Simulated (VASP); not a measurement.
# AlN in VASP: relaxation of the atoms with LDA

Aim: the relaxation of the atoms of AlN with LDA.

Everything below comes from runs of VASP 6.6.1. Logs are shortened: lines on timing, memory, paths and dates and some standing lists are left out, and cuts for length are marked.

## 1. The cell of the first run

The cell holds a slab with vacuum, 8 atoms: a = 3.089 Å, b = 4.943 Å, c = 19.567 Å, α = 90.00°, β = 90.00°, γ = 90.00°.

## 2. Relaxation of the atoms, LDA

File INCAR:

```
ALGO     = Normal         # electronic algorithm
DIPOL    = 0.5 0.5 0.500
EDIFF    = 1E-6           # SCF threshold, eV
EDIFFG   = -0.01          # ionic threshold
ENCUT    = 520            # plane-wave cutoff, eV
IBRION   = 2              # ionic algorithm
IDIPOL   = 3            
ISIF     = 2              # what is computed and relaxed
ISMEAR   = -1             # smearing method
KPAR     = 4            
LASPH    = True           # aspherical terms in the spheres
LCHARG   = False          # write CHGCAR
LDIPOL   = True         
LREAL    = False          # projectors in reciprocal space
LWAVE    = False          # write WAVECAR
NELM     = 60             # most SCF steps
NSW      = 60             # ionic steps
PREC     = Accurate       # precision mode
SIGMA    = 0.02           # smearing width, eV
```

File KPOINTS:

```
k-points
0
Gamma
  10 6 1
```

File POSCAR:

```
AlN
1.0
    3.0886844108      0.0000000000      0.0000000000
    0.0000000000      4.9432878602      0.0000000000
    0.0000000000      0.0000000000     19.5665000000
Al N
4 4
Direct
    0.0000000000      0.0590106840      0.4088619437
    0.5000000000      0.5590106840      0.4544309721
    0.5000000000      0.0590106840      0.5455690279
    0.0000000000      0.5590106840      0.5911380563
    0.0000000000      0.4409893160      0.4088619437
    0.5000000000      0.9409893160      0.4544309721
    0.5000000000      0.4409893160      0.5455690279
    0.0000000000      0.9409893160      0.5911380563
```

Potentials or basis: VASP PAW LDA potentials, release 64 (Al, N).

The run is started by

```bash
$ cat potpaw_LDA.64/Al/POTCAR potpaw_LDA.64/N/POTCAR > POTCAR
$ mpirun -np 4 vasp_std > vasp.out
```

OUTCAR:

```text
EDIFF = 1E-6
   EDIFFG = -0.01
   ENCUT = 520
   IBRION = 2
   ISIF = 2
   ISMEAR = -1
   LASPH = True
   LREAL = False
   NELM = 60
   NSW = 60
   PREC = Accurate

 ion  position               nearest neighbor table
   1  0.000  0.059  0.409-   6 1.88   6 1.88   5 1.89   2 3.05   2 3.05   2 3.05   2 3.05   3 3.09
                             3 3.09
   2  0.500  0.559  0.454-   7 1.88   5 1.88   5 1.88   6 1.89   3 3.05   3 3.05   1 3.05   1 3.05
                             1 3.05   1 3.05   4 3.09   4 3.09
   3  0.500  0.059  0.546-   6 1.88   8 1.88   8 1.88   7 1.89   2 3.05   2 3.05   4 3.05   4 3.05
                             4 3.05   4 3.05   1 3.09   1 3.09
   4  0.000  0.559  0.591-   7 1.88   7 1.88   8 1.89   3 3.05   3 3.05   3 3.05   3 3.05   2 3.09
                             2 3.09
   5  0.000  0.441  0.409-   2 1.88   2 1.88   1 1.89
   6  0.500  0.941  0.454-   3 1.88   1 1.88   1 1.88   2 1.89
   7  0.500  0.441  0.546-   2 1.88   4 1.88   4 1.88   3 1.89
   8  0.000  0.941  0.591-   3 1.88   3 1.88   4 1.89

  LATTYP: Found a simple orthorhombic cell.
 ALAT       =     3.0886844108
 B/A-ratio  =     1.6004509373
 C/A-ratio  =     6.3348977745

  Lattice vectors:

 A1 = (   3.0886844108,   0.0000000000,   0.0000000000)
 A2 = (   0.0000000000,   4.9432878602,   0.0000000000)
 A3 = (   0.0000000000,   0.0000000000,  19.5665000000)

Analysis of symmetry for initial positions (statically):
=====================================================================
 Subroutine PRICEL returns:
 Original cell was already a primitive cell.

 Routine SETGRP: Setting up the symmetry group for a
 simple orthorhombic supercell.

 Subroutine GETGRP returns: Found  4 space group operations
 (whereof  2 operations were pure point group operations)
 out of a pool of  8 trial point group operations.

The static configuration has the point symmetry C_1h.
 The point group associated with its full space group is C_2v.

Analysis of symmetry for dynamics (positions and initial velocities):
=====================================================================
 Subroutine PRICEL returns:
 Original cell was already a primitive cell.

 Routine SETGRP: Setting up the symmetry group for a
 simple orthorhombic supercell.

 Subroutine GETGRP returns: Found  4 space group operations
 (whereof  2 operations were pure point group operations)
 out of a pool of  8 trial point group operations.

The dynamic configuration has the point symmetry C_1h.
 The point group associated with its full space group is C_2v.

 Subroutine INISYM returns: Found  4 space group operations
 (whereof  2 operations are pure point group operations),
 and found     1 'primitive' translations

----------------------------------------------------------------------------------------

                                     Primitive cell

  volume of cell :     298.7463

  direct lattice vectors                    reciprocal lattice vectors
     3.088684411  0.000000000  0.000000000     0.323762440  0.000000000  0.000000000
     0.000000000  4.943287860  0.000000000     0.000000000  0.202294511  0.000000000
     0.000000000  0.000000000 19.566500000     0.000000000  0.000000000  0.051107761

  length of vectors
     3.088684411  4.943287860 19.566500000     0.323762440  0.202294511  0.051107761

  position of ions in fractional coordinates (direct lattice)
     0.000000000  0.059010684  0.408861944
     0.500000000  0.559010684  0.454430972
     0.500000000  0.059010684  0.545569028
     0.000000000  0.559010684  0.591138056
     0.000000000  0.440989316  0.408861944
     0.500000000  0.940989316  0.454430972
     0.500000000  0.440989316  0.545569028
     0.000000000  0.940989316  0.591138056

  ion indices of the primitive-cell ions
   primitive index   ion index
                 1           1
                 2           2
                 3           3
[... 33 lines left out ...]
            Coordinates               Weight
  0.000000  0.000000  0.000000      1.000000
  0.100000  0.000000  0.000000      2.000000
  0.200000  0.000000  0.000000      2.000000
  0.300000  0.000000  0.000000      2.000000
  0.400000  0.000000  0.000000      2.000000
  0.500000  0.000000  0.000000      1.000000
[... 16 lines left out ...]
  0.400000  0.500000  0.000000      2.000000
  0.500000  0.500000  0.000000      1.000000
   k-points           NKPTS =     24   k-points in BZ     NKDIM =     24   number of bands    NBANDS=     21
   number of dos      NEDOS =    301   number of ions     NIONS =      8
   total plane-waves  NPLWV = 144000
   dimension x,y,z NGX =    24 NGY =   40 NGZ =  150
   dimension x,y,z NGXF=    48 NGYF=   80 NGZF=  300
   ions per type =               4   4
   NGX,Y,Z   is equivalent  to a cutoff of  12.92, 13.45, 12.74 a.u.
   NGXF,Y,Z  is equivalent  to a cutoff of  25.84, 26.90, 25.49 a.u.
 SYSTEM =  unknown system
   PREC   = accura    normal or accurate (medium, high low for compatibility)
   ISTART =      0    job   : 0-new  1-cont  2-samecut
   ICHARG =      2    charge: 1-file 2-atom 10-const
   ISPIN  =      1    spin polarized calculation?
   LNONCOLLINEAR =      F non collinear calculations
   LSORBIT =      F    spin-orbit coupling
   LASPH  =      T    aspherical Exc in radial PAW
   ENCUT  =  520.0 eV  38.22 Ry    6.18 a.u.   5.74  9.19 36.38*2*pi/ulx,y,z
   NELM   =     60;   NELMIN=  2; NELMDL= -5     # of ELM steps
   EDIFF  = 0.1E-05   stopping-criterion for ELM
   LREAL  =      F    real-space projection
   EDIFFG = -.1E-01   stopping-criterion for IOM
   NSW    =     60    number of steps for IOM
   IBRION =      2    ionic relax: 0-MD 1-quasi-New 2-CG
   NFREE  =      1    steps in history (QN), initial steepest desc. (CG)
   ISIF   =      2    stress and relaxation
   ISYM   =      2    0-nonsym 1-usesym 2-fastsym
   POTIM  = 0.5000    time-step for ionic-motion
   TEBEG  =    0.0;   TEEND  =   0.0 temperature during run
   PSTRESS=    0.0 pullay stress
   NELECT =      32.0000    total number of electrons
   NUPDOWN=      -1.0000    fix difference up-down
   EMIN   =  10.00;   EMAX   =-10.00  energy-range for DOS
   EFERMI =   0.00;   METHOD = LEGACY
   ISMEAR =    -1;   SIGMA  =   0.02  broadening in eV -4-tet -1-fermi 0-gaus
   EFERMI_NEDOS =   21; number of points for ismear=-14 and -15
   IALGO  =     38    algorithm
   IMIX   =      4    mixing-type and parameters
     AMIX     =   0.40;   BMIX     =  1.00
     AMIX_MAG =   1.60;   BMIX_MAG =  1.00
  volume/ion in A,a.u.               =      37.34       252.00
  Fermi-wavevector in a.u.,A,eV,Ry     =   0.777483  1.469229  8.224437  0.604479
  Thomas-Fermi vector in A             =   1.880179
   LORBIT       =      0    0 simple, 1 ext, 2 COOP (PROOUT), +10 PAW based schemes
   GGA     = CA    functional components
   LHFCALC =     F    Hartree Fock is set to
   AEXX    =    0.0000 exact exchange contribution
   IVDW    =     0    specifies the selected vdW correction
   LEPSILON=     F    determine dielectric tensor
   LRPA    =     F    only Hartree local field effects (RPA)
 conjugate gradient relaxation of ions
 non-spin polarized calculation
  energy-cutoff  :      520.00
  volume of cell :      298.75
 maximum number of plane-waves:      8098
 NGX is ok and might be reduce to    24
   NGX = 11   NGY = 19   NGZ = 73

--------------------------------------- Ionic step        1  -------------------------------------------

 number of electron      31.9999996 magnetization

 Free energy of the ion-electron system (eV)
  ---------------------------------------------------
  ext. energy  EPLUGINS =         0.00000000
  ---------------------------------------------------
  free energy    TOTEN  =       -60.07097921 eV

  energy without entropy =      -60.07097921  energy(sigma->0) =      -60.07097921

------------------------ aborting loop because EDIFF is reached ----------------------------------------

  FORCE on cell =-STRESS in cart. coord.  units (eV):
  Direction    XX          YY          ZZ          XY          YZ          ZX
  --------------------------------------------------------------------------------------
  -------------------------------------------------------------------------------------
  Total       -0.3375466     -8.5024903     -3.0804777      0.0000000      0.0000000      0.0000000
  in kB       -1.8102632    -45.5988764    -16.5206097      0.0000000      0.0000000      0.0000000
  external PRESSURE =     -21.3099164 kB  Pullay stress =       0.0000000 kB
[... 107 lines left out ...]
  FREE ENERGIE OF THE ION-ELECTRON SYSTEM (eV)
  ---------------------------------------------------
  free  energy   TOTEN  =       -60.9548479313 eV

  energy  without entropy=      -60.9548479313  energy(sigma->0) =      -60.95484793

[... ionic steps 4 to 21 ...]

--------------------------------------- Ionic step       22  -------------------------------------------

 number of electron      31.9999994 magnetization

------------------------ aborting loop because EDIFF is reached ----------------------------------------
[... 73 lines left out ...]
  FREE ENERGIE OF THE ION-ELECTRON SYSTEM (eV)
  ---------------------------------------------------
  free  energy   TOTEN  =       -61.1876713402 eV

  energy  without entropy=      -61.1876713401  energy(sigma->0) =      -61.18767134

 dipolmoment           0.000000      0.000000     -0.000000 electrons x Angstroem

--------------------------------------- Ionic step       24  -------------------------------------------

 number of electron      31.9999994 magnetization

 dipolmoment           0.000000      0.000000      0.000000 electrons x Angstroem

 Free energy of the ion-electron system (eV)
  ---------------------------------------------------
  ext. energy  EPLUGINS =         0.00000000
  ---------------------------------------------------
  free energy    TOTEN  =       -61.18767622 eV

  energy without entropy =      -61.18767622  energy(sigma->0) =      -61.18767622

 E-fermi :  -2.1343     XC(G=0):  -3.8688

 val. band max:       -2.5798622944   @ k =   0.2000   0.0000   0.0000
 cond. band min:       0.0062000418   @ k =   0.0000   0.0000   0.0000
 fundamental gap:      2.5860623361
 Fermi energy:        -2.1342807239

 k-point     1 :       0.0000    0.0000    0.0000
  band No.  band energies     occupation
      1     -17.6647      2.00000
      2     -16.4173      2.00000
      3     -15.2214      2.00000
      4     -14.6484      2.00000
      5      -8.5705      2.00000
      6      -7.3334      2.00000
[... 565 lines left out ...]
     20       3.4378      0.00000
     21       3.8106      0.00000

------------------------ aborting loop because EDIFF is reached ----------------------------------------

 vacuum level on the upper side and lower side of the slab       (xc-potential included)        -0.128        -0.128

  FORCE on cell =-STRESS in cart. coord.  units (eV):
  Direction    XX          YY          ZZ          XY          YZ          ZX
  --------------------------------------------------------------------------------------
  -------------------------------------------------------------------------------------
  Total        6.5166592      3.9092964     -0.0929364      0.0000000      0.0000000      0.0000000
  in kB       34.9488593     20.9655663     -0.4984180      0.0000000      0.0000000      0.0000000
  external PRESSURE =      18.4720025 kB  Pullay stress =       0.0000000 kB
[... 23 lines left out ...]
  FREE ENERGIE OF THE ION-ELECTRON SYSTEM (eV)
  ---------------------------------------------------
  free  energy   TOTEN  =       -61.1876762192 eV

  energy  without entropy=      -61.1876762192  energy(sigma->0) =      -61.18767622

 reached required accuracy - stopping structural energy minimisation

 vacuum level on the upper side and lower side of the slab         3.258         3.258
```

Run time: 13 min. Hardware: 4 MPI ranks of Oxide Virtual Turin-like, shared host; peak memory 0.35 GiB.

Results:

```yaml
Free_energy: -61.1877 eV
Energy_gained_by_relaxing: 139.6 meV/atom
Ionic_steps: 24
Largest_force_after_relaxing: 0.009 eV/Å
Band_gap_on_the_k_mesh: 2.59 eV (least direct gap 2.68 eV)
```

Forces on the atoms (eV/Å):
```
Al   0.000  0.003  0.007
Al   0.000  0.007  0.001
Al   0.000  0.007 -0.001
Al   0.000  0.003 -0.007
N    0.000 -0.008  0.003
N    0.000 -0.002  0.005
N    0.000 -0.002 -0.005
N    0.000 -0.008 -0.003
```

Step by step:
| step | energy change (eV) | largest force (eV/Å) | pressure (GPa) |
| --- | --- | --- | --- |
| 1 | 0.0000 | 2.6533 | -2.13 |
| 2 | -0.8546 | 1.1704 | -0.11 |
| 3 | -0.8839 | 1.1538 | 0.50 |
| 4 | -0.9991 | 0.6587 | 0.97 |
| 5 | -0.9991 | 0.6619 | 0.98 |
| 6 | -1.0690 | 0.5975 | 1.65 |
| 7 | -1.0726 | 0.6765 | 1.84 |
| 8 | -1.1081 | 0.2364 | 2.27 |
| 9 | -1.1084 | 0.2239 | 2.23 |
| 10 | -1.1135 | 0.1104 | 2.12 |
| 11 | -1.1135 | 0.1108 | 2.12 |
| 12 | -1.1144 | 0.1222 | 2.07 |
| 13 | -1.1146 | 0.0860 | 2.09 |
| 14 | -1.1156 | 0.0652 | 2.01 |
| 15 | -1.1159 | 0.0943 | 1.89 |
| 16 | -1.1160 | 0.0745 | 1.93 |
| 17 | -1.1166 | 0.0277 | 1.84 |
| 18 | -1.1166 | 0.0306 | 1.84 |
| 19 | -1.1166 | 0.0387 | 1.82 |
| 20 | -1.1166 | 0.0330 | 1.84 |
| 21 | -1.1167 | 0.0225 | 1.84 |
| 22 | -1.1167 | 0.0231 | 1.84 |
| 23 | -1.1167 | 0.0150 | 1.85 |
| 24 | -1.1167 | 0.0087 | 1.85 |

Final structure:
```
Al N
1.0
     3.08868    0.00000    0.00000
     0.00000    4.94329    0.00000
     0.00000    0.00000   19.56650
Al N
4 4
Direct
  0.00000 0.08036 0.42427
  0.50000 0.55528 0.44678
  0.50000 0.05528 0.55322
  0.00000 0.58036 0.57573
  0.00000 0.43292 0.41115
  0.50000 0.93143 0.45423
  0.50000 0.43143 0.54577
  0.00000 0.93292 0.58885
```
